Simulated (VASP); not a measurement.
# C (Fmmm) in VASP: notebook

The runs below take C through single point, with PBEsol+D3(BJ).

Program: VASP 6.6.1. These are calculated values, not measurements. Logs are shortened: lines on timing, memory, paths and dates and some standing lists are left out, and cuts for length are marked.

## Step 1: The cell of the first run

The structure is orthorhombic, space group Fmmm (No. 69). Conventional cell: a = 2.414 Å, b = 4.179 Å, c = 6.528 Å, α = 90.00°, β = 90.00°, γ = 90.00°. C (site symmetry m2m) has 3 C at 1.31 to 1.59 Å within 1.7 Å.

## Step 2: Single point, PBEsol+D3(BJ) (atoms shifted along a free coordinate)

Contents of INCAR:

```
PREC = Accurate
ENCUT = 520
EDIFF = 1E-6
ISMEAR = 0
SIGMA = 0.03
LREAL = F
LASPH = T
NELM = 80
ALGO = Normal
ISIF = 2
LWAVE = F
LCHARG = T
GGA = PS
IVDW = 12
LELF = T
LVHAR = T
NBANDS = 11
```

Contents of KPOINTS:

```
Automatic mesh
0
Gamma
  16 16 16
```

Contents of POSCAR:

```
C
1.0
    0.0000000000      2.0894413751      3.2641567761
    1.2071379834      0.0000000000      3.2641567761
    1.2071379834      2.0894413751      0.0000000000
C
2
Direct
    0.1902029221      0.8097970779      0.1902029221
    0.8097970779      0.1902029221      0.8097970779
```

Potentials or basis: VASP PAW PBE potentials, release 64 (C).

On the command line:

```sh
$ cat potpaw_PBE.64/C/POTCAR > POTCAR
$ mpirun -np 1 vasp_std > vasp.out
```

OUTCAR:

```text
PREC = Accurate
   ENCUT = 520
   EDIFF = 1E-6
   ISMEAR = 0
   LREAL = F
   LASPH = T
   NELM = 80
   ISIF = 2
   GGA = PS
   IVDW = 12
 IVDW          = 12

 ion  position               nearest neighbor table
   1  0.190  0.810  0.190-   2 1.31   2 1.31   2 1.59
   2  0.810  0.190  0.810-   1 1.31   1 1.31   1 1.59

  LATTYP: Found a face centered orthorhombic cell.
 ALAT       =     2.4142759668
 B/A-ratio  =     1.7309051689
 C/A-ratio  =     2.7040461165

  Lattice vectors:

 A1 = (   0.0000000000,   2.0894413751,   3.2641567761)
 A2 = (   1.2071379834,   0.0000000000,   3.2641567761)
 A3 = (   1.2071379834,   2.0894413751,   0.0000000000)

Analysis of symmetry for initial positions (statically):
=====================================================================
 Subroutine PRICEL returns:
 Original cell was already a primitive cell.

 Routine SETGRP: Setting up the symmetry group for a
 face centered orthorhombic supercell.

 Subroutine GETGRP returns: Found  8 space group operations
 (whereof  8 operations were pure point group operations)
 out of a pool of  8 trial point group operations.

The static configuration has the point symmetry D_2h.

Analysis of symmetry for dynamics (positions and initial velocities):
=====================================================================
 Subroutine PRICEL returns:
 Original cell was already a primitive cell.

 Routine SETGRP: Setting up the symmetry group for a
 face centered orthorhombic supercell.

 Subroutine GETGRP returns: Found  8 space group operations
 (whereof  8 operations were pure point group operations)
 out of a pool of  8 trial point group operations.

The dynamic configuration has the point symmetry D_2h.

 Subroutine INISYM returns: Found  8 space group operations
 (whereof  8 operations are pure point group operations),
 and found     1 'primitive' translations

----------------------------------------------------------------------------------------

                                     Primitive cell

  volume of cell :      16.4660

  direct lattice vectors                    reciprocal lattice vectors
     0.000000000  2.089441375  3.264156776    -0.414202856  0.239298411  0.153178917
     1.207137983  0.000000000  3.264156776     0.414202856 -0.239298411  0.153178917
     1.207137983  2.089441375  0.000000000     0.414202856  0.239298411 -0.153178917

  length of vectors
     3.875627010  3.480215736  2.413078401     0.502286289  0.502286289  0.502286289

  position of ions in fractional coordinates (direct lattice)
     0.190202922  0.809797078  0.190202922
     0.809797078  0.190202922  0.809797078

  ion indices of the primitive-cell ions
   primitive index   ion index
                 1           1
                 2           2

----------------------------------------------------------------------------------------

 KPOINTS: Automatic mesh

Automatic generation of k-mesh.
 Grid dimensions read from file:
 generate k-points for:   16   16   16

 Generating k-lattice:

  Cartesian coordinates                     Fractional coordinates (reciprocal lattice)
    -0.025887678  0.014956151  0.009573682     0.062500000  0.000000000  0.000000000
     0.025887678 -0.014956151  0.009573682    -0.000000000  0.062500000 -0.000000000
     0.025887678  0.014956151 -0.009573682     0.000000000  0.000000000  0.062500000

  Length of vectors
     0.031392893  0.031392893  0.031392893

  Shift w.r.t. Gamma in fractional coordinates (k-lattice)
     0.000000000  0.000000000  0.000000000

 Subroutine IBZKPT returns following result:
 ===========================================

 Found    621 irreducible k-points:

 Following reciprocal coordinates:
            Coordinates               Weight
  0.000000  0.000000  0.000000      1.000000
  0.062500  0.000000  0.000000      8.000000
  0.125000  0.000000  0.000000      8.000000
  0.187500 -0.000000  0.000000      8.000000
  0.250000  0.000000  0.000000      8.000000
  0.312500  0.000000  0.000000      8.000000
[... 16 lines left out ...]
 -0.125000  0.062500 -0.000000      8.000000
 -0.062500  0.062500  0.000000      4.000000
 [... further k-points ...]
   k-points           NKPTS =    621   k-points in BZ     NKDIM =    621   number of bands    NBANDS=     11
   number of dos      NEDOS =    301   number of ions     NIONS =      2
   total plane-waves  NPLWV =  15120
   dimension x,y,z NGX =    30 NGY =   28 NGZ =   18
   dimension x,y,z NGXF=    60 NGYF=   56 NGZF=   36
   ions per type =               2
   NGX,Y,Z   is equivalent  to a cutoff of  12.87, 13.38, 12.40 a.u.
   NGXF,Y,Z  is equivalent  to a cutoff of  25.74, 26.75, 24.80 a.u.
 SYSTEM =  unknown system
   PREC   = accura    normal or accurate (medium, high low for compatibility)
   ISTART =      0    job   : 0-new  1-cont  2-samecut
   ICHARG =      2    charge: 1-file 2-atom 10-const
   ISPIN  =      1    spin polarized calculation?
   LNONCOLLINEAR =      F non collinear calculations
   LSORBIT =      F    spin-orbit coupling
   LASPH  =      T    aspherical Exc in radial PAW
   ENCUT  =  520.0 eV  38.22 Ry    6.18 a.u.   7.21  6.47  4.49*2*pi/ulx,y,z
   NELM   =     80;   NELMIN=  2; NELMDL= -5     # of ELM steps
   EDIFF  = 0.1E-05   stopping-criterion for ELM
   LREAL  =      F    real-space projection
   EDIFFG = 0.1E-04   stopping-criterion for IOM
   NSW    =      0    number of steps for IOM
   IBRION =     -1    ionic relax: 0-MD 1-quasi-New 2-CG
   NFREE  =      0    steps in history (QN), initial steepest desc. (CG)
   ISIF   =      2    stress and relaxation
   ISYM   =      2    0-nonsym 1-usesym 2-fastsym
   POTIM  = 0.5000    time-step for ionic-motion
   TEBEG  =    0.0;   TEEND  =   0.0 temperature during run
   PSTRESS=    0.0 pullay stress
   NELECT =       8.0000    total number of electrons
   NUPDOWN=      -1.0000    fix difference up-down
   EMIN   =  10.00;   EMAX   =-10.00  energy-range for DOS
   EFERMI =   0.00;   METHOD = LEGACY
   ISMEAR =     0;   SIGMA  =   0.03  broadening in eV -4-tet -1-fermi 0-gaus
   EFERMI_NEDOS =   21; number of points for ismear=-14 and -15
   IALGO  =     38    algorithm
   IMIX   =      4    mixing-type and parameters
     AMIX     =   0.40;   BMIX     =  1.00
     AMIX_MAG =   1.60;   BMIX_MAG =  1.00
  volume/ion in A,a.u.               =       8.23        55.56
  Fermi-wavevector in a.u.,A,eV,Ry     =   1.286991  2.432060 22.535948  1.656345
  Thomas-Fermi vector in A             =   2.419032
   LORBIT       =      0    0 simple, 1 ext, 2 COOP (PROOUT), +10 PAW based schemes
   GGA     = PS    functional components
   LHFCALC =     F    Hartree Fock is set to
   AEXX    =    0.0000 exact exchange contribution
   IVDW    =    12    specifies the selected vdW correction
   LEPSILON=     F    determine dielectric tensor
   LRPA    =     F    only Hartree local field effects (RPA)
 non-spin polarized calculation
 Gauss-broadening in eV      SIGMA  =   0.03
  energy-cutoff  :      520.00
  volume of cell :       16.47
 maximum number of plane-waves:       462
 NGX is ok and might be reduce to    30
   NGX = 15   NGY = 13   NGZ =  9

 number of electron       7.9999999 magnetization

 Free energy of the ion-electron system (eV)
  ---------------------------------------------------
  ext. energy  EPLUGINS =         0.00000000
  ---------------------------------------------------
  free energy    TOTEN  =       -18.22024062 eV

  energy without entropy =      -18.22016833  energy(sigma->0) =      -18.22020447

 E-fermi :   5.3627     XC(G=0): -10.8473

 val. band max:        5.3587674406   @ k =  -0.0625   0.2500   0.2500
 cond. band min:       5.3637679877   @ k =   0.4375  -0.2500   0.3125
 fundamental gap:      0.0050005471
 Fermi energy:         5.3627096213

 k-point     1 :       0.0000    0.0000    0.0000
  band No.  band energies     occupation
      1     -14.9780      2.00000
      2      -1.7595      2.00000
      3      -0.6431      2.00000
      4       5.7007      0.00000
      5       9.3062      0.00000
      6      10.0905      0.00000
      7      17.5928      0.00000
      8      18.1380      0.00000
      9      19.5836      0.00000
     10      27.8099      0.00000
     11      31.7035      0.00000

 k-point     2 :       0.0625    0.0000    0.0000
  band No.  band energies     occupation
      1     -14.8807      2.00000
      2      -1.6715      2.00000
      3      -0.8651      2.00000
      4       5.2550      2.00000
      5       9.4418      0.00000
      6      10.4552      0.00000
      7      17.1418      0.00000
      8      18.2876      0.00000
      9      19.7601      0.00000
     10      28.2044      0.00000
     11      30.9593      0.00000

 k-point     3 :       0.1250    0.0000    0.0000
  band No.  band energies     occupation
      1     -14.5898      2.00000
      2      -1.4909      2.00000
      3      -1.4057      2.00000
      4       4.2274      2.00000
      5       9.9041      0.00000
      6      11.1668      0.00000
      7      15.9246      0.00000
      8      18.7305      0.00000
      9      20.3332      0.00000
     10      29.0117      0.00000
     11      29.2805      0.00000
[... 267 lines left out ...]
 k-point    23 :      -0.1250    0.0625   -0.0000
  band No.  band energies     occupation
      1     -14.1328      2.00000
      2      -2.4287      2.00000
      3      -0.7585      2.00000
      4       3.0336      2.00000
      5      10.3083      0.00000
      6      11.7616      0.00000
      7      14.1648      0.00000
      8      19.5765      0.00000
      9      21.3146      0.00000
     10      26.9631      0.00000
     11      30.5461      0.00000

 k-point    24 :      -0.0625    0.0625    0.0000
  band No.  band energies     occupation
      1     -14.6025      2.00000
      2      -1.4889      2.00000
      3      -1.3007      2.00000
      4       4.2255      2.00000
      5       9.7060      0.00000
      6      11.1575      0.00000
      7      15.9058      0.00000
      8      18.7386      0.00000
      9      20.3522      0.00000
     10      29.0192      0.00000
     11      29.2726      0.00000

 [... further k-points ...]

------------------------ aborting loop because EDIFF is reached ----------------------------------------

 Edisp (eV)   -0.22530

 E8    (eV) :    -0.1096

  FORCE on cell =-STRESS in cart. coord.  units (eV):
  Direction    XX          YY          ZZ          XY          YZ          ZX
  --------------------------------------------------------------------------------------
  -------------------------------------------------------------------------------------
  Total       8.62245     2.13837     0.04261    -0.00000     0.00000     0.00000
  in kB     838.98269   208.06842     4.14572    -0.00000     0.00000     0.00000
  external pressure =      350.40 kB  Pullay stress =        0.00 kB

 VOLUME and BASIS-vectors are now :
 -----------------------------------------------------------------------------
  energy-cutoff  :      520.00
  volume of cell :       16.47
      direct lattice vectors                 reciprocal lattice vectors
     0.000000000  2.089441375  3.264156776    -0.414202856  0.239298411  0.153178917
     1.207137983  0.000000000  3.264156776     0.414202856 -0.239298411  0.153178917
     1.207137983  2.089441375  0.000000000     0.414202856  0.239298411 -0.153178917

 POSITION                                       TOTAL-FORCE (eV/Angst)
 -----------------------------------------------------------------------------------
      1.20714      0.79484      3.26416         0.000000     -8.901289      0.000000
      1.20714      3.38405      3.26416         0.000000      8.901289      0.000000
 -----------------------------------------------------------------------------------
    total drift:                                0.000000      0.000000      0.000000

  FREE ENERGIE OF THE ION-ELECTRON SYSTEM (eV)
  ---------------------------------------------------
  free  energy   TOTEN  =       -18.4455419448 eV

  energy  without entropy=      -18.4454696530  energy(sigma->0) =      -18.44550580
```

Run time: 2.9 min. Hardware: 1 thread of Intel Xeon 8259CL, shared host; peak memory 0.22 GiB.

Results:

* Free energy: -18.4455 eV
* Pressure: 35.0 GPa
* Largest force: 8.901 eV/Å
* Band gap on the k mesh: zero (bands 4 and 5 overlap by 0.58 eV)
* Dispersion energy per atom: -0.113 eV

Forces in eV/Å, atoms in the order of the input:
```
C    0.000 -8.901  0.000
C    0.000  8.901  0.000
```

Caveat: the cell differs from its parent crystal (atoms shifted along a free coordinate); the cell stands under pressure; the PAW data sets were made with another functional, which shifts forces and pressure a little.

## Step 3: Single point, PBEsol+D3(BJ) (atoms shifted along a free coordinate)

Contents of INCAR:

```
ALGO = Normal
EDIFF = 1E-6
ENCUT = 520
GGA = PS
ISIF = 2
ISMEAR = 0
IVDW = 12
LASPH = T
LCHARG = T
LELF = T
LREAL = F
LVHAR = T
LWAVE = F
NBANDS = 11
NELM = 80
PREC = Accurate
SIGMA = 0.03
```

Contents of KPOINTS:

```
k-points
0
Gamma
  16 16 16
```

Contents of POSCAR:

```
C
1.0
    0.0000000000      2.0894413751      3.2641567761
    1.2071379834      0.0000000000      3.2641567761
    1.2071379834      2.0894413751      0.0000000000
C
2
Direct
    0.1667066167      0.8332933833      0.1667066167
    0.8332933833      0.1667066167      0.8332933833
```

Potentials or basis: VASP PAW PBE potentials, release 64 (C).

On the command line:

```sh
$ cat potpaw_PBE.64/C/POTCAR > POTCAR
$ mpirun -np 1 vasp_std > vasp.out
```

It took 3.1 min on 1 thread of Intel Xeon 8259CL, shared host; peak memory 0.22 GiB.

Results (log left out):

| Item | Value |
| --- | --- |
| Free energy | -19.4466 eV |
| Pressure | 19.1 GPa |
| Largest force | 0.028 eV/Å |
| Dispersion energy per atom | -0.112 eV |

Forces on the atoms (eV/Å):
```
C    0.000 -0.028  0.000
C    0.000  0.028  0.000
```

Stress tensor (GPa, compression positive):
```
28.46  0.00  0.00
 0.00 28.00  0.00
 0.00  0.00  0.71
```

Caveat: the cell differs from its parent crystal (atoms shifted along a free coordinate); the cell stands under pressure; the PAW data sets were made with another functional, which shifts forces and pressure a little.
